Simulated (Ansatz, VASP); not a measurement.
# TaN in VASP and in Ansatz

File INCAR:

```
PREC     = Accurate       # precision mode
ENCUT    = 520            # plane-wave cutoff, eV
EDIFF    = 1E-8           # SCF threshold, eV
ISMEAR   = -1             # smearing method
SIGMA    = 0.01           # smearing width, eV
LREAL    = F              # projectors in reciprocal space
LASPH    = T              # aspherical terms in the spheres
NELM     = 80             # most SCF steps
ALGO     = Normal         # electronic algorithm
ISIF     = 2              # what is computed and relaxed
LWAVE    = F              # write WAVECAR
LCHARG   = F              # write CHGCAR
GGA      = PS             # functional
LEFG     = T            
NBANDS   = 24             # bands
```

File KPOINTS:

```
regular mesh
0
Gamma
  9 9 5
```

POSCAR

```
TaN
1.0
    3.0480019786      0.0000000000      0.0000000000
   -1.5240009893      2.6396471442      0.0000000000
    0.0000000000      0.0000000000      4.8196400000
Ta N
2 2
Direct
    0.0000000000      0.0000000000      0.0000000000
    0.0000000000      0.0000000000      0.5000000000
    0.3333333333      0.6666666667      0.2500000000
    0.6666666667      0.3333333333      0.7500000000
```

Input for Ansatz:

```yaml
crystal:
  lattice:
    - [3.0480019786, 0.0, 0.0]
    - [-1.5240009893, 2.6396471442, 0.0]
    - [0.0, 0.0, 4.81964]
  atoms:
    - { symbol: Ta, position: [0.0, 0.0, 0.0] }
    - { symbol: Ta, position: [0.0, 0.0, 0.5] }
    - { symbol: "N", position: [0.3333333333, 0.6666666667, 0.25] }
    - { symbol: "N", position: [0.6666666667, 0.3333333333, 0.75] }
kpoints:
  mp_grid: { grid: [9, 9, 5] }
scf:
  occupations: { method: fermi_dirac, width: 0.01 }
hamiltonian:
  xc: pbesol
  pseudopotentials: { kind: all_electron, datasets: crystal }
output:
  forces: true
  stress: true
  eigenvalues: true
  efg: { contact_densities: true }
```

Change from the starting cell: zz strain of -2 %, crystal datasets.

Alike in both runs: task electric field gradients; functional PBEsol; k mesh 9 × 9 × 5; occupations fermi-dirac, width 0.01 eV; no spin polarisation.

```csv
,VASP,Ansatz
version,VASP 6.6.1,Ansatz 0.2.0
potentials or method,"VASP PAW PBE potentials, release 64 (Ta_pv, N), cutoff 520 eV","all-electron PAW with datasets made for the crystal, scalar-relativistic"
```

```tsv
	VASP	Ansatz	Ansatz less VASP
pressure (GPa)	64.0	61.3	-2.64
traceless stress, the component that is largest in VASP (GPa)	63.29	62.16	-1.122
size of Vzz on the site where it differs most (V/Å²)	167.9	187.2	+19.37
```

VASP's potentials were made for PBE, not for PBEsol. Both programs put the cell under a high pressure, so it lies far from rest at this level. Ansatz ran all-electron here, and VASP with PAW potentials.

Neither program's run includes spin-orbit coupling. Noted on VASP's run: the cell as given lies far from equilibrium.
